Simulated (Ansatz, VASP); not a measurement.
# GaSbTe4 in VASP and in Ansatz

```
CELL_PARAMETERS angstrom
5.80170 0.00000 0.00000
0.00000 5.80170 0.00000
0.00000 0.00000 11.12833
ATOMIC_POSITIONS crystal
Ga 0.00000 0.00000 0.00000
Sb 0.00000 0.00000 0.50000
Te 0.50000 0.00000 0.50000
Te 0.00000 0.50000 0.50000
Te 0.00000 0.00000 0.22197
Te 0.00000 0.00000 0.77803
```

Alike in both runs: functional PBE; k mesh 4 × 4 × 2; occupations gaussian, width 0.1 eV; no spin polarisation.

Ansatz relaxed the structure, and its values are those at the end. VASP's run is a single point on that final structure, the one shown.

```csv
,VASP,Ansatz
version,VASP 6.6.1,Ansatz 0.2.0
potentials or method,"VASP PAW PBE potentials, release 64 (Ga_d, Sb, Te), cutoff 520 eV","scalar-relativistic, plane waves, PAW"
valence electrons in the cell,42,92
```

Ansatz gave:

* gap on the k mesh at the Fermi level (eV): none
* pressure (GPa): 0.0
* rms of the force components (eV/Å): 0.003

Q: What did VASP give for the same quantities?

A: gap on the k mesh at the Fermi level (eV): none; pressure (GPa): 0.0; rms of the force components (eV/Å): 0.004.

A gap of «none» marks a metal or a gap that the smearing closes. VASP's potentials hold 42 valence electrons a cell and Ansatz's 92, so a difference there can come from the potentials and not from the codes.

Neither program's run includes spin-orbit coupling.
